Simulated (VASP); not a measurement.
A run of VASP 6.6.1:

The input INCAR:

```
ALGO = Normal ; DIPOL = 0.5 0.5 0.500
EDIFF = 1E-7 ; ENCUT = 520
GGA = PE ; IDIPOL = 3
ISIF = 2 ; ISMEAR = 0
IVDW = 12 ; LASPH = True
LCHARG = True ; LDIPOL = True
LELF = True ; LREAL = False
LVACPOTAV = True ; LVHAR = True
LWAVE = False ; NBANDS = 11
NELM = 80 ; PREC = Accurate
SIGMA = 0.05
```

KPOINTS

```
k-points
0
Gamma
  48 48 1
```

File POSCAR:

```
BN
1.0
    2.5092919669      0.0000000029      0.0000000000
   -1.2546459859      2.1731105874      0.0000000000
    0.0000000000      0.0000000000     17.0000000006
B N
1 1
Direct
    0.0000000000      0.0000000000      0.5000000000
    0.6666666667      0.3333333333      0.5000000000
```

Potentials or basis: VASP PAW PBE potentials, release 64 (B, N).

Command:

```bash
$ cat potpaw_PBE.64/B/POTCAR potpaw_PBE.64/N/POTCAR > POTCAR
$ mpirun -np 1 vasp_std > vasp.out
```

Hardware: 1 thread of Intel Xeon 8259CL, on a shared host.

Task: How long does it take, and how much memory?

Result: It took 9.1 min on 1 thread of Intel Xeon 8259CL, on a shared host, peak memory 0.37 GiB. Counts: scf iterations 21, k points 217.
